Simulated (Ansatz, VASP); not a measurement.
# Two plane-wave programs on BN

Contents of POSCAR:

```
BN
1.0
    2.3890246829      0.0000000000      0.0000000000
    0.0000000000      6.6514373853      0.0000000000
    0.0000000000      0.0000000000      4.3719517998
B N
4 4
Direct
    0.5000000000      0.0000000000      0.4980329102
    0.5000000000      0.5000000000     -0.0019670898
    0.0000000000      0.0000000000     -0.0019670898
    0.0000000000      0.5000000000      0.4980329102
    0.5000000000      0.0000000000      0.1686670798
    0.5000000000      0.5000000000      0.6686670798
    0.0000000000      0.0000000000      0.6686670798
    0.0000000000      0.5000000000      0.1686670798
```

INCAR.step1

```
SYSTEM = BN
ALGO = Normal
EDIFF = 1E-4
ENCUT = 520
GGA = PE
ISMEAR = 0
LASPH = .TRUE.
LCHARG = .FALSE.
LREAL = .FALSE.
LWAVE = .TRUE.
NBANDS = 26
NELM = 100
PREC = Accurate
SIGMA = 0.02
```

The input INCAR.step2:

```
SYSTEM = BN
ALGO = Normal
EDIFF = 1E-6
ENCUT = 520
ISIF = 2
ISMEAR = 0
ISTART = 1
LASPH = .TRUE.
LCHARG = .TRUE.
LELF = .TRUE.
LMIXTAU = .TRUE.
LREAL = .FALSE.
LVHAR = .TRUE.
LWAVE = .FALSE.
METAGGA = R2SCAN
NBANDS = 26
NELM = 100
PREC = Accurate
SIGMA = 0.02
```

The input KPOINTS:

```
k-points
0
G
  10 4 6
  0 0 0
```

Input for Ansatz:

```yaml
crystal:
  lattice:
    - [2.3890246829, 0.0, 0.0]
    - [0.0, 6.6514373853, 0.0]
    - [0.0, 0.0, 4.3719517998]
  atoms:
    - { symbol: B, position: [0.5, 0.0, 0.4980329102] }
    - { symbol: B, position: [0.5, 0.5, -0.0019670898] }
    - { symbol: B, position: [0.0, 0.0, -0.0019670898] }
    - { symbol: B, position: [0.0, 0.5, 0.4980329102] }
    - { symbol: "N", position: [0.5, 0.0, 0.1686670798] }
    - { symbol: "N", position: [0.5, 0.5, 0.6686670798] }
    - { symbol: "N", position: [0.0, 0.0, 0.6686670798] }
    - { symbol: "N", position: [0.0, 0.5, 0.1686670798] }
basis:
  ecutwfc: 500
kpoints:
  mp_grid: { grid: [10, 4, 6] }
  band_path: { path: [VBM, CBM], npoints: 2 }
hamiltonian:
  xc: r2scan
scf:
  occupations: { method: gaussian, width: 0.02 }
output:
  forces: true
  stress: true
  eigenvalues: true
checkpoint:
  read: start.run
  write: ck
  compress: false
  write_wavefunctions: false
  write_every: 100000
```

Alike in both runs: task single point; functional r2SCAN; k mesh 10 × 4 × 6; occupations gaussian, width 0.02 eV; no spin polarisation.

```csv
,VASP,Ansatz
version,VASP 6.6.1,Ansatz 0.2.0
potentials or method,"VASP PAW PBE potentials, release 64 (B, N), cutoff 520 eV","scalar-relativistic, plane waves, PAW"
valence electrons in the cell,32,32
```

```csv
,VASP,Ansatz,Ansatz less VASP
gap on the k mesh at the Fermi level (eV),3.78,3.75,-0.027
least direct gap on the mesh (eV),4.58,4.54,-0.033
pressure (GPa),15.4,15.0,-0.42
"traceless stress, the component that is largest in VASP (GPa)",28.95,28.57,-0.386
```

VASP's potentials were made for PBE, not for r2SCAN.
